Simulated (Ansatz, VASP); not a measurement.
**AlRu: VASP beside Ansatz**

```
Al Ru
1.0
     2.95902    0.00000    0.00000
     0.00000    2.95902    0.00000
     0.00000    0.00000    2.95902
Al Ru
1 1
Direct
  0.00000 0.00000 0.00000
  0.50000 0.50000 0.50000
```

Change from the starting cell: strain -0.015 along x and y, -0.015 along z, atoms carried along.

Alike in both runs: task single point; functional PBE; k mesh 20 × 20 × 20; occupations gaussian, width 0.15 eV; no spin polarisation.

|  | VASP | Ansatz |
| --- | --- | --- |
| version | VASP 6.6.1 | Ansatz 0.2.0 |
| potentials or method | VASP PAW PBE potentials, release 64 (Al, Ru_pv), cutoff 520 eV | scalar-relativistic, plane waves, PAW |
| valence electrons in the cell | 17 | 19 |

|  | VASP | Ansatz | Ansatz less VASP |
| --- | --- | --- | --- |
| gap on the k mesh at the Fermi level (eV) | none | none | - |
| pressure (GPa) | 10.2 | 10.2 | +0.01 |

A gap of «none» marks a metal or a gap that the smearing closes. The functional is the same, so the differences come from potentials, cutoffs and numerics. VASP's potentials hold 17 valence electrons a cell and Ansatz's 19, so a difference there can come from the potentials and not from the codes.
